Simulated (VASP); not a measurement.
Write the native input for VASP 6.6.1 that does the following.

```yaml
Task: single point
Functional: PBEsol
Potentials_or_basis: VASP PAW PBE potentials, release 64 (In_d, Ga_d, N)
Cutoff: 520 eV
k_mesh: 9 × 9 × 4
Occupations: fermi-dirac, width 0.03 eV
Spin: no spin polarisation
Dipole_correction: no
Further_INCAR_settings: ALGO = Normal; EDIFF = 1e-07; NBANDS = 36
```

The structure of InGa2N3 lies in POSCAR:

```
InGa2N3
1.0
    3.0851500439      0.0000000027      0.0000000000
   -1.5425750243      2.6718183112      0.0000000000
    0.0000000000      0.0000000000      7.5959256663
In Ga N
1 2 3
Direct
    0.0000000000      0.0000000000      0.0000000000
    0.3333333333      0.6666666667      0.6586617009
    0.6666666667      0.3333333333      0.3413382991
    0.3333333333      0.6666666667      0.1874355662
    0.6666666667      0.3333333333      0.8125644338
    0.0000000000      0.0000000000      0.5000000000
```

The input as run:

INCAR

```
SYSTEM = InGa2N3
ALGO = Normal
EDIFF = 1E-7
ENCUT = 520
GGA = PS
ISIF = 2
ISMEAR = -1
LASPH = .True.
LCHARG = .False.
LREAL = .False.
LWAVE = .False.
NBANDS = 36
NELM = 100
PREC = Accurate
SIGMA = 0.03
```

KPOINTS

```
k-points
0
Gamma
  9 9 4
  0 0 0
```

Potentials or basis: VASP PAW PBE potentials, release 64 (In_d, Ga_d, N).

The run is started by

```console
$ cat potpaw_PBE.64/In_d/POTCAR potpaw_PBE.64/Ga_d/POTCAR potpaw_PBE.64/N/POTCAR > POTCAR
$ mpirun -np 1 vasp_std > vasp.out
```

Results of the run:

```
Pressure               : 0.4 GPa
Largest force          : 0.007 eV/Å
Band gap on the k mesh : 0.70 eV (least direct gap 1.41 eV)
```

Caveat: the PAW data sets were made with another functional, which shifts forces and pressure a little; spin-orbit coupling is left out, which moves the levels of the heavy elements; an odd mesh through Γ misses points on the zone boundary, where band edges can lie.

It took 84 s on 1 thread of Intel(R) Xeon(R) Platinum 8259CL CPU @ 2.50GHz (Skylake/Cascade Lake) (shared host), peak memory 0.23 GiB.
